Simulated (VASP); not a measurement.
Input of a VASP 6.6.1 run:

The input INCAR:

```
ALGO = Normal
EDIFF = 1E-6
ENCUT = 520
ISIF = 2
ISMEAR = 0
LASPH = T
LCHARG = T
LELF = T
LREAL = F
LVHAR = T
LWAVE = F
NBANDS = 29
NELM = 80
PREC = Accurate
SIGMA = 0.1
```

File KPOINTS:

```
k-points
0
Gamma
  6 6 6
```

File POSCAR:

```
SnF4
1.0
   -2.0250000000      2.0250000000      3.9650000000
    2.0250000000     -2.0250000000      3.9650000000
    2.0250000000      2.0250000000     -3.9650000000
Sn F
1 4
Direct
    0.0000000000      0.0000000000      0.0000000000
    0.2370000000      0.2370000000      0.0000000000
    0.7630000000      0.7630000000      0.0000000000
    0.5000000000      0.0000000000      0.5000000000
    0.0000000000      0.5000000000      0.5000000000
```

Potentials or basis: VASP PAW LDA potentials, release 64 (Sn_d, F).

Launch:

```console
$ cat potpaw_LDA.64/Sn_d/POTCAR potpaw_LDA.64/F/POTCAR > POTCAR
$ mpirun -np 1 vasp_std > vasp.out
```

Question: Estimate the pressure.

Answer: 0.1 GPa.

Question: Estimate the band gap on the k mesh.

Answer: 3.31 eV (least direct gap 3.56 eV).

Question: Predict the largest force.

Answer: 0.308 eV/Å.

Forces on the atoms (eV/Å):
```
Sn   0.000  0.000  0.000
F    0.000  0.000  0.308
F    0.000  0.000 -0.308
F    0.000  0.000  0.000
F    0.000  0.000  0.000
```

Caveat: spin-orbit coupling is left out, which moves the levels of the heavy elements. A k mesh can miss the band edges.
